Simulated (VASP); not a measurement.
**In3H: single point with PBE**

In3H:

```
In H
1.0
     6.04791    0.00000    0.00000
    -3.02396    5.23765    0.00000
     0.00000    0.00000    3.28723
In H
3 1
Cartesian
  3.0240 0.0000 0.0000
  -1.5120 2.6188 0.0000
  1.5120 2.6188 0.0000
  0.0000 0.0000 0.0000
```

The cell was generated, and may not be a known phase.

| Quantity | Value |
| --- | --- |
| Program | VASP 6.6.1 |
| Task | single point |
| Functional | PBE |
| Potentials or basis | VASP PAW PBE potentials, release 64 (In_d, H) |
| Cutoff | 520 eV |
| k mesh | 3 × 3 × 6 |
| Occupations | gaussian, width 0.1 eV |
| Spin | no spin polarisation |

```
Pressure               : 0.0 GPa
Band gap on the k mesh : zero (bands 20 and 21 overlap by 1.74 eV)
```

Stress tensor (GPa, compression positive):
```
 0.21  0.00  0.00
 0.00  0.21  0.00
 0.00  0.00 -0.34
```

Levels at points of the mesh, in eV from the Fermi level:
```
           k point  band 16  band 17  band 18  band 19  band 20  band 21  band 22  band 23  band 24  band 25
(0.00, 0.00, 0.00)    -8.74    -3.55    -3.55    -3.40    -1.45    -1.21    -1.21     5.34     7.88     8.25
(0.00, 0.00, 0.50)    -6.15    -3.20    -1.47    -0.61    -0.61    -0.32     0.76     0.76     0.87     0.87
```

Wall time 19 s on 1 thread of Intel(R) Xeon(R) 6975P-C (Granite Rapids), with other jobs on the host, peak memory 0.22 GiB.

Caveat: the k points lie up to 0.40 Å⁻¹ apart, too coarse for converged energies and pressures of a metal; spin-orbit coupling is left out, which moves the levels of the heavy elements.
